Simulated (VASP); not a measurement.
Wanted: the native input for a VASP 6.6.1 run.

| Quantity | Value |
| --- | --- |
| Task | single point |
| Functional | PBEsol |
| Potentials or basis | VASP PAW PBE potentials, release 64 (Ca_sv) |
| Cutoff | 520 eV |
| k mesh | 6 × 6 × 3 |
| Occupations | fermi-dirac, width 0.05 eV |
| Spin | no spin polarisation |
| Dipole correction | no |
| Further INCAR settings | ALGO = Normal; EDIFF = 1e-07; NBANDS = 17 |

The structure of Ca lies in POSCAR:

```
Ca
1.0
    1.9712759950     -3.3954901800      0.0000000000
    1.9712759950      3.3954901800      0.0000000000
    0.0000000000      0.0000000000      6.5091117400
Ca
2
Direct
    0.8355866000      0.1644134000      0.2500000000
    0.1644134000      0.8355866000      0.7500000000
```

These files were run (other wordings do the same):

INCAR

```
SYSTEM = Ca
  PREC = Accurate
  ENCUT = 520
  EDIFF = 1E-7
  ISMEAR = -1
  SIGMA = 0.05
  LREAL = .FALSE.
  LASPH = .TRUE.
  NELM = 100
  ALGO = Normal
  ISIF = 2
  LWAVE = .FALSE.
  LCHARG = .TRUE.
  GGA = PS
  LELF = .TRUE.
  LVHAR = .TRUE.
  NBANDS = 17
```

KPOINTS

```
Automatic mesh
0
G
  6 6 3
  0 0 0
```

Potentials or basis: VASP PAW PBE potentials, release 64 (Ca_sv).

Launch:

```sh
$ cat potpaw_PBE.64/Ca_sv/POTCAR > POTCAR
$ mpirun -np 1 vasp_std > vasp.out
```

It gave:

```
Pressure               : -1.0 GPa
Largest force          : 0.016 eV/Å
Band gap on the k mesh : zero (bands 10 and 11 overlap by 0.33 eV)
```

Caveat: the PAW data sets were made with another functional, which shifts forces and pressure a little.

Run time: 34 s on 1 thread of Intel(R) Xeon(R) Platinum 8488C (Sapphire Rapids) (shared host), peak memory 0.2 GiB.
